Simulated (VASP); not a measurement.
# Nb2B: single point with PBE

Nb2B:

```
Nb B
1.0
     0.00000    2.81709    2.81709
     2.81709    0.00000    2.81709
     2.81709    2.81709    0.00000
Nb B
2 1
Direct
  0.25000 0.25000 0.25000
  0.75000 0.75000 0.75000
  0.50000 0.50000 0.50000
```

```json
{
  "Program": "VASP 6.6.1",
  "Task": "single point",
  "Functional": "PBE",
  "Potentials or basis": "VASP PAW PBE potentials, release 64 (Nb_sv, B)",
  "Cutoff": "520 eV",
  "k mesh": "14 × 14 × 14",
  "Occupations": "gaussian, width 0.1 eV",
  "Spin": "no spin polarisation"
}
```

```
Pressure : -0.3 GPa
```

Levels at points of the mesh, in eV from the Fermi level:
```
           k point  band 12  band 13  band 14  band 15  band 16  band 17
(0.00, 0.00, 0.00)    -4.44    -2.94    -2.94     2.68     4.00     4.00
(0.50, 0.00, 0.00)    -2.78    -0.47    -0.47     0.41     0.91     0.91
(0.50, 0.50, 0.00)    -2.01    -1.54    -1.19    -1.19     1.65     1.65
```

Wall time 80 s on 1 thread of Intel(R) Xeon(R) Platinum 8488C (Sapphire Rapids), with other jobs on the host, peak memory 0.23 GiB.
